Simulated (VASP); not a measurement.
# Se (P3_121) in VASP: a series of runs

Runs on Se. Level: revPBE. Tasks: single point.

Everything below comes from runs of VASP 6.6.1. Logs are shortened: lines on timing, memory, paths and dates and some standing lists are left out, and cuts for length are marked.

### Step 1. The cell of the first run

The structure is trigonal, space group P3_121 (No. 152). Conventional cell: a = 4.337 Å, b = 4.337 Å, c = 4.920 Å, α = 90.00°, β = 90.00°, γ = 120.00°. Within 3.1 Å of Se (site symmetry 2) lie 2 Se at 2.36 Å.

### Step 2. Single point, revPBE

File INCAR:

```
PREC = Accurate ; ENCUT = 520
EDIFF = 1E-6 ; ISMEAR = -1
SIGMA = 0.05 ; LREAL = False
LASPH = True ; NELM = 60
ALGO = Normal ; ISIF = 2
LWAVE = False ; LCHARG = False
GGA = RE ; NBANDS = 16
```

File KPOINTS:

```
regular mesh
0
Gamma
  7 7 6
```

File POSCAR:

```
Se
1.0
    4.3368957613      0.0000000000      0.0000000000
   -2.1684478807      3.7558619029      0.0000000000
    0.0000000000      0.0000000000      4.9203533607
Se
3
Direct
    0.7746000000      0.7746000000      0.0000000000
    0.0000000000      0.2254000000      0.6666666667
    0.2254000000      0.0000000000      0.3333333333
```

Potentials or basis: VASP PAW PBE potentials, release 64 (Se).

Command:

```sh
> cat potpaw_PBE.64/Se/POTCAR > POTCAR
> mpirun -np 1 vasp_std > vasp.out
```

OUTCAR:

```text
PREC = Accurate
   ENCUT = 520
   EDIFF = 1E-6
   ISMEAR = -1
   LREAL = False
   LASPH = True
   NELM = 60
   ISIF = 2
   GGA = RE

 ion  position               nearest neighbor table
   1  0.775  0.775  0.000-   3 2.36   2 2.36
   2  0.000  0.225  0.667-   1 2.36   3 2.36
   3  0.225  0.000  0.333-   1 2.36   2 2.36

  LATTYP: Found a hexagonal cell.
 ALAT       =     4.3368957613
 C/A-ratio  =     1.1345334616

  Lattice vectors:

 A1 = (   4.3368957613,   0.0000000000,   0.0000000000)
 A2 = (  -2.1684478807,   3.7558619029,   0.0000000000)
 A3 = (   0.0000000000,   0.0000000000,   4.9203533607)

Analysis of symmetry for initial positions (statically):
=====================================================================
 Subroutine PRICEL returns:
 Original cell was already a primitive cell.

 Routine SETGRP: Setting up the symmetry group for a
 hexagonal supercell.

 Subroutine GETGRP returns: Found  6 space group operations
 (whereof  2 operations were pure point group operations)
 out of a pool of 24 trial point group operations.

The static configuration has the point symmetry C_2 .
 The point group associated with its full space group is D_3 .

Analysis of symmetry for dynamics (positions and initial velocities):
=====================================================================
 Subroutine PRICEL returns:
 Original cell was already a primitive cell.

 Routine SETGRP: Setting up the symmetry group for a
 hexagonal supercell.

 Subroutine GETGRP returns: Found  6 space group operations
 (whereof  2 operations were pure point group operations)
 out of a pool of 24 trial point group operations.

The dynamic configuration has the point symmetry C_2 .
 The point group associated with its full space group is D_3 .

 Subroutine INISYM returns: Found  6 space group operations
 (whereof  2 operations are pure point group operations),
 and found     1 'primitive' translations

----------------------------------------------------------------------------------------

                                     Primitive cell

  volume of cell :      80.1466

  direct lattice vectors                    reciprocal lattice vectors
     4.336895761  0.000000000  0.000000000     0.230579672  0.133125235  0.000000000
    -2.168447881  3.755861903  0.000000000     0.000000000  0.266250471  0.000000000
     0.000000000  0.000000000  4.920353361     0.000000000  0.000000000  0.203237436

  length of vectors
     4.336895761  4.336895761  4.920353361     0.266250471  0.266250471  0.203237436

  position of ions in fractional coordinates (direct lattice)
     0.774600000  0.774600000  0.000000000
     0.000000000  0.225400000  0.666666667
     0.225400000  0.000000000  0.333333333

  ion indices of the primitive-cell ions
   primitive index   ion index
                 1           1
                 2           2
                 3           3

----------------------------------------------------------------------------------------

 KPOINTS: regular mesh

Automatic generation of k-mesh.
 Grid dimensions read from file:
 generate k-points for:    7    7    6

 Generating k-lattice:

  Cartesian coordinates                     Fractional coordinates (reciprocal lattice)
     0.032939953  0.019017891  0.000000000     0.142857143  0.000000000  0.000000000
     0.000000000  0.038035782  0.000000000     0.000000000  0.142857143  0.000000000
     0.000000000  0.000000000  0.033872906     0.000000000  0.000000000  0.166666667

  Length of vectors
     0.038035782  0.038035782  0.033872906

  Shift w.r.t. Gamma in fractional coordinates (k-lattice)
     0.000000000  0.000000000  0.000000000

 Subroutine IBZKPT returns following result:
 ===========================================

 Found     40 irreducible k-points:

 Following reciprocal coordinates:
            Coordinates               Weight
  0.000000  0.000000  0.000000      1.000000
  0.142857  0.000000  0.000000      6.000000
  0.285714  0.000000  0.000000      6.000000
  0.428571  0.000000  0.000000      6.000000
  0.142857  0.142857  0.000000      6.000000
  0.285714  0.142857  0.000000     12.000000
[... 16 lines left out ...]
  0.000000  0.142857  0.333333      6.000000
  0.285714  0.000000  0.333333      6.000000
 [... further k-points ...]
   k-points           NKPTS =     40   k-points in BZ     NKDIM =     40   number of bands    NBANDS=     16
   number of dos      NEDOS =    301   number of ions     NIONS =      3
   total plane-waves  NPLWV =  40960
   dimension x,y,z NGX =    32 NGY =   32 NGZ =   40
   dimension x,y,z NGXF=    64 NGYF=   64 NGZF=   80
   ions per type =               3
   NGX,Y,Z   is equivalent  to a cutoff of  12.27, 12.27, 13.51 a.u.
   NGXF,Y,Z  is equivalent  to a cutoff of  24.53, 24.53, 27.03 a.u.
 SYSTEM =  unknown system
   PREC   = accura    normal or accurate (medium, high low for compatibility)
   ISTART =      0    job   : 0-new  1-cont  2-samecut
   ICHARG =      2    charge: 1-file 2-atom 10-const
   ISPIN  =      1    spin polarized calculation?
   LNONCOLLINEAR =      F non collinear calculations
   LSORBIT =      F    spin-orbit coupling
   LASPH  =      T    aspherical Exc in radial PAW
   ENCUT  =  520.0 eV  38.22 Ry    6.18 a.u.   8.06  8.06  9.15*2*pi/ulx,y,z
   NELM   =     60;   NELMIN=  2; NELMDL= -5     # of ELM steps
   EDIFF  = 0.1E-05   stopping-criterion for ELM
   LREAL  =      F    real-space projection
   EDIFFG = 0.1E-04   stopping-criterion for IOM
   NSW    =      0    number of steps for IOM
   IBRION =     -1    ionic relax: 0-MD 1-quasi-New 2-CG
   NFREE  =      0    steps in history (QN), initial steepest desc. (CG)
   ISIF   =      2    stress and relaxation
   ISYM   =      2    0-nonsym 1-usesym 2-fastsym
   POTIM  = 0.5000    time-step for ionic-motion
   TEBEG  =    0.0;   TEEND  =   0.0 temperature during run
   PSTRESS=    0.0 pullay stress
   NELECT =      18.0000    total number of electrons
   NUPDOWN=      -1.0000    fix difference up-down
   EMIN   =  10.00;   EMAX   =-10.00  energy-range for DOS
   EFERMI =   0.00;   METHOD = LEGACY
   ISMEAR =    -1;   SIGMA  =   0.05  broadening in eV -4-tet -1-fermi 0-gaus
   EFERMI_NEDOS =   21; number of points for ismear=-14 and -15
   IALGO  =     38    algorithm
   IMIX   =      4    mixing-type and parameters
     AMIX     =   0.40;   BMIX     =  1.00
     AMIX_MAG =   1.60;   BMIX_MAG =  1.00
  volume/ion in A,a.u.               =      26.72       180.29
  Fermi-wavevector in a.u.,A,eV,Ry     =   0.995109  1.880484 13.473062  0.990242
  Thomas-Fermi vector in A             =   2.127107
   LORBIT       =      0    0 simple, 1 ext, 2 COOP (PROOUT), +10 PAW based schemes
   GGA     = RE    functional components
   LHFCALC =     F    Hartree Fock is set to
   AEXX    =    0.0000 exact exchange contribution
   IVDW    =     0    specifies the selected vdW correction
   LEPSILON=     F    determine dielectric tensor
   LRPA    =     F    only Hartree local field effects (RPA)
 non-spin polarized calculation
  energy-cutoff  :      520.00
  volume of cell :       80.15
 maximum number of plane-waves:      2174
   NGX = 17   NGY = 17   NGZ = 19

 number of electron      18.0000000 magnetization

 Free energy of the ion-electron system (eV)
  ---------------------------------------------------
  ext. energy  EPLUGINS =         0.00000000
  ---------------------------------------------------
  free energy    TOTEN  =        -9.52599618 eV

  energy without entropy =       -9.52599594  energy(sigma->0) =       -9.52599606

 E-fermi :   3.5926     XC(G=0):  -8.7885

 val. band max:        2.9684024290   @ k =   0.4286   0.1429   0.5000
 cond. band min:       4.2230021087   @ k =   0.0000   0.0000   0.5000
 fundamental gap:      1.2545996797
 Fermi energy:         3.5925760563

 k-point     1 :       0.0000    0.0000    0.0000
  band No.  band energies     occupation
      1     -13.0405      2.00000
      2      -8.8015      2.00000
      3      -8.8015      2.00000
      4      -0.9301      2.00000
      5      -0.9301      2.00000
      6      -0.8829      2.00000
[... 8 lines left out ...]
     15       9.5022      0.00000
     16      11.3634      0.00000

 k-point     2 :       0.1429    0.0000    0.0000
  band No.  band energies     occupation
      1     -12.9598      2.00000
      2      -8.8757      2.00000
      3      -8.7926      2.00000
      4      -1.5519      2.00000
      5      -1.1930      2.00000
      6      -0.6796      2.00000
[... 8 lines left out ...]
     15      10.2758      0.00000
     16      11.3120      0.00000

 k-point     3 :       0.2857    0.0000    0.0000
  band No.  band energies     occupation
      1     -12.7595      2.00000
      2      -9.0790      2.00000
      3      -8.7719      2.00000
      4      -2.0961      2.00000
      5      -1.5711      2.00000
      6      -0.7214      2.00000
[... 8 lines left out ...]
     15      11.2426      0.00000
     16      12.0865      0.00000

 k-point     4 :       0.4286    0.0000    0.0000
  band No.  band energies     occupation
      1     -12.5737      2.00000
      2      -9.2848      2.00000
      3      -8.7546      2.00000
      4      -2.2946      2.00000
      5      -1.8101      2.00000
      6      -0.6357      2.00000
[... 8 lines left out ...]
     15      12.2760      0.00000
     16      13.0211      0.00000
[... 324 lines left out ...]
 k-point    22 :       0.1429    0.0000    0.3333
  band No.  band energies     occupation
      1     -12.4315      2.00000
      2     -10.9350      2.00000
      3      -6.9925      2.00000
      4      -1.9536      2.00000
      5      -1.0515      2.00000
      6      -0.4723      2.00000
[... 8 lines left out ...]
     15      10.7154      0.00000
     16      11.0952      0.00000

 k-point    23 :       0.0000    0.1429    0.3333
  band No.  band energies     occupation
      1     -12.4305      2.00000
      2     -10.9384      2.00000
      3      -6.9797      2.00000
      4      -1.9846      2.00000
      5      -1.1494      2.00000
      6      -0.4986      2.00000
[... 8 lines left out ...]
     15      10.5688      0.00000
     16      11.2390      0.00000

 k-point    24 :       0.2857    0.0000    0.3333
  band No.  band energies     occupation
      1     -12.2519      2.00000
      2     -10.8205      2.00000
      3      -7.4178      2.00000
      4      -2.3119      2.00000
      5      -1.5647      2.00000
      6      -0.6998      2.00000
[... 8 lines left out ...]
     15      10.6962      0.00000
     16      11.3918      0.00000

 [... further k-points ...]

------------------------ aborting loop because EDIFF is reached ----------------------------------------

  FORCE on cell =-STRESS in cart. coord.  units (eV):
  Direction    XX          YY          ZZ          XY          YZ          ZX
  --------------------------------------------------------------------------------------
  -------------------------------------------------------------------------------------
  Total        2.3370588      2.3370588      3.5710887     -0.0000000      0.0000000      0.0000000
  in kB       46.7191917     46.7191917     71.3881825     -0.0000000      0.0000000      0.0000000
  external PRESSURE =      54.9421886 kB  Pullay stress =       0.0000000 kB

 VOLUME and BASIS-vectors are now :
 -----------------------------------------------------------------------------
  energy-cutoff  :      520.00
  volume of cell :       80.15
      direct lattice vectors                 reciprocal lattice vectors
     4.336895761  0.000000000  0.000000000     0.230579672  0.133125235  0.000000000
    -2.168447881  3.755861903  0.000000000     0.000000000  0.266250471  0.000000000
     0.000000000  0.000000000  4.920353361     0.000000000  0.000000000  0.203237436

 POSITION                                       TOTAL-FORCE (eV/Angst)
 -----------------------------------------------------------------------------------
      1.67968      2.90929      0.00000        -0.320704     -0.555475      0.000000
     -0.48877      0.84657      3.28024        -0.320704      0.555475      0.000000
      0.97754      0.00000      1.64012         0.641407      0.000000     -0.000000
 -----------------------------------------------------------------------------------
    total drift:                               -0.000000     -0.000000     -0.000000

  FREE ENERGIE OF THE ION-ELECTRON SYSTEM (eV)
  ---------------------------------------------------
  free  energy   TOTEN  =        -9.5259961837 eV

  energy  without entropy=       -9.5259959446  energy(sigma->0) =       -9.52599606
```

Wall time 64 s (1 thread of Intel Xeon 8259CL, shared host); peak memory 0.2 GiB.

What came out:

```
Free energy            : -9.5260 eV
Pressure               : 5.5 GPa
Largest force          : 0.641 eV/Å
Band gap on the k mesh : 1.25 eV (least direct gap 1.52 eV)
```

Forces on the atoms (eV/Å):
```
Se  -0.321 -0.555  0.000
Se  -0.321  0.555  0.000
Se   0.641  0.000  0.000
```

Levels at points of the mesh, in eV from the valence-band top:
| k point | band 6 | band 7 | band 8 | band 9 | band 10 | band 11 | band 12 | band 13 |
| --- | --- | --- | --- | --- | --- | --- | --- | --- |
| (0.00, 0.00, 0.00) | -3.85 | -2.14 | -2.14 | -0.46 | 1.94 | 1.94 | 2.19 | 6.36 |
| (0.00, 0.00, 0.50) | -3.46 | -1.62 | -1.62 | -1.19 | 1.25 | 1.25 | 1.29 | 6.23 |

Caveat: the cell stands under pressure; the PAW data sets were made with another functional, which shifts forces and pressure a little. Expect the measured gap to be larger: semilocal functionals such as revPBE lack the derivative discontinuity.

### Step 3. Single point, revPBE

This run uses another cell than the first one, of 27.81 Å³/atom.

File INCAR:

```
SYSTEM = Se
ALGO = Normal ; EDIFF = 1E-6
ENCUT = 520 ; GGA = RE
ISIF = 2 ; ISMEAR = -1
LASPH = .TRUE. ; LCHARG = .FALSE.
LREAL = .FALSE. ; LWAVE = .FALSE.
NBANDS = 16 ; NELM = 100
PREC = Accurate ; SIGMA = 0.05
```

File KPOINTS:

```
k-points
0
G
  7 7 6
  0 0 0
```

File POSCAR:

```
Se
1.0
    4.3951160745      0.0000000000      0.0000000000
   -2.1975580372      3.8062821731      0.0000000000
    0.0000000000      0.0000000000      4.9864062541
Se
3
Direct
    0.7746000000      0.7746000000      0.0000000000
    0.0000000000      0.2254000000      0.6666666667
    0.2254000000      0.0000000000      0.3333333333
```

Potentials or basis: VASP PAW PBE potentials, release 64 (Se).

Command:

```sh
> cat potpaw_PBE.64/Se/POTCAR > POTCAR
> mpirun -np 1 vasp_std > vasp.out
```

OUTCAR:

```text
SYSTEM = Se
   EDIFF = 1E-6
   ENCUT = 520
   GGA = RE
   ISIF = 2
   ISMEAR = -1
   LASPH = .TRUE.
   LREAL = .FALSE.
   NELM = 100
   PREC = Accurate

 ion  position               nearest neighbor table
   1  0.775  0.775  0.000-   2 2.39   3 2.39
   2  0.000  0.225  0.667-   1 2.39   3 2.39
   3  0.225  0.000  0.333-   1 2.39   2 2.39

  LATTYP: Found a hexagonal cell.
 ALAT       =     4.3951160745
 C/A-ratio  =     1.1345334616

  Lattice vectors:

 A1 = (   4.3951160745,   0.0000000000,   0.0000000000)
 A2 = (  -2.1975580372,   3.8062821731,   0.0000000000)
 A3 = (   0.0000000000,   0.0000000000,   4.9864062541)

Analysis of symmetry for initial positions (statically):
=====================================================================
 Subroutine PRICEL returns:
 Original cell was already a primitive cell.

 Routine SETGRP: Setting up the symmetry group for a
 hexagonal supercell.

 Subroutine GETGRP returns: Found  6 space group operations
 (whereof  2 operations were pure point group operations)
 out of a pool of 24 trial point group operations.
[... 161 lines left out ...]
  ext. energy  EPLUGINS =         0.00000000
  ---------------------------------------------------
  free energy    TOTEN  =        -9.61127179 eV

  energy without entropy =       -9.61127149  energy(sigma->0) =       -9.61127164

 E-fermi :   3.1590     XC(G=0):  -8.6065

 val. band max:        2.5454118450   @ k =   0.4286   0.1429   0.5000
 cond. band min:       3.7763023850   @ k =   0.2857   0.2857   0.5000
 fundamental gap:      1.2308905400
 Fermi energy:         3.1590390332

 k-point     1 :       0.0000    0.0000    0.0000
  band No.  band energies     occupation
      1     -13.1143      2.00000
      2      -9.1038      2.00000
      3      -9.1038      2.00000
      4      -1.2212      2.00000
      5      -1.2212      2.00000
      6      -1.0965      2.00000
[... 433 lines left out ...]
      3      -7.8086      2.00000
      4      -2.4909      2.00000
      5      -1.7693      2.00000
      6      -0.9530      2.00000
[... 8 lines left out ...]
     15      10.2966      0.00000
     16      10.9284      0.00000

 [... further k-points ...]
[... 5 lines left out ...]
  --------------------------------------------------------------------------------------
  -------------------------------------------------------------------------------------
  Total        1.3470265      1.3470265      1.9013524      0.0000000      0.0000000      0.0000000
  in kB       25.8718647     25.8718647     36.5186078      0.0000000      0.0000000      0.0000000
  external PRESSURE =      29.4207791 kB  Pullay stress =       0.0000000 kB

 VOLUME and BASIS-vectors are now :
 -----------------------------------------------------------------------------
  energy-cutoff  :      520.00
  volume of cell :       83.42
      direct lattice vectors                 reciprocal lattice vectors
     4.395116074  0.000000000  0.000000000     0.227525276  0.131361780  0.000000000
    -2.197558037  3.806282173  0.000000000     0.000000000  0.262723559  0.000000000
     0.000000000  0.000000000  4.986406254     0.000000000  0.000000000  0.200545232

 POSITION                                       TOTAL-FORCE (eV/Angst)
 -----------------------------------------------------------------------------------
      1.70223      2.94835      0.00000        -0.106689     -0.184791     -0.000000
     -0.49533      0.85794      3.32427        -0.106689      0.184791      0.000000
      0.99066      0.00000      1.66214         0.213378      0.000000     -0.000000
 -----------------------------------------------------------------------------------
    total drift:                                0.000000      0.000001     -0.000000

  FREE ENERGIE OF THE ION-ELECTRON SYSTEM (eV)
  ---------------------------------------------------
  free  energy   TOTEN  =        -9.6112717873 eV

  energy  without entropy=       -9.6112714892  energy(sigma->0) =       -9.61127164
```

OSZICAR:

```text
N       E                     dE             d eps       ncg     rms          rms(c)
DAV:   1     0.824193466695E+02    0.82419E+02   -0.72473E+03  1280   0.937E+02
DAV:   2    -0.441849890514E+01   -0.86838E+02   -0.82680E+02  1672   0.154E+02
DAV:   3    -0.963510143995E+01   -0.52166E+01   -0.52000E+01  1640   0.432E+01
DAV:   4    -0.967097120543E+01   -0.35870E-01   -0.35867E-01  1656   0.422E+00
DAV:   5    -0.967123921442E+01   -0.26801E-03   -0.26800E-03  1680   0.359E-01    0.692E+00
DAV:   6    -0.962456736304E+01    0.46672E-01   -0.33493E-02  1560   0.118E+00    0.429E+00
DAV:   7    -0.961119734662E+01    0.13370E-01   -0.71815E-02  1600   0.171E+00    0.192E-01
DAV:   8    -0.961090628413E+01    0.29106E-03   -0.86773E-03  1512   0.568E-01    0.103E-01
DAV:   9    -0.961114685549E+01   -0.24057E-03   -0.34889E-04  1752   0.121E-01    0.342E-02
DAV:  10    -0.961125969920E+01   -0.11284E-03   -0.13170E-04  1472   0.739E-02    0.810E-03
DAV:  11    -0.961127086470E+01   -0.11165E-04   -0.19176E-05  1792   0.268E-02    0.430E-03
DAV:  12    -0.961127178728E+01   -0.92258E-06   -0.35742E-06  1584   0.122E-02
   1 F= -.96112718E+01 E0= -.96112716E+01  d E =-.298048E-06
```

Wall time 76 s (1 thread of Intel Xeon 8259CL, shared host); peak memory 0.23 GiB.

Results:

```yaml
Free_energy: -9.6113 eV
Pressure: 2.9 GPa
Largest_force: 0.213 eV/Å
Band_gap_on_the_k_mesh: 1.23 eV (least direct gap 1.47 eV)
```

Forces in eV/Å, atoms in the order of the input:
```
Se  -0.107 -0.185  0.000
Se  -0.107  0.185  0.000
Se   0.213  0.000  0.000
```

Caveat: the PAW data sets were made with another functional, which shifts forces and pressure a little. A k mesh can miss the band edges.

[end of part 1 of 2]
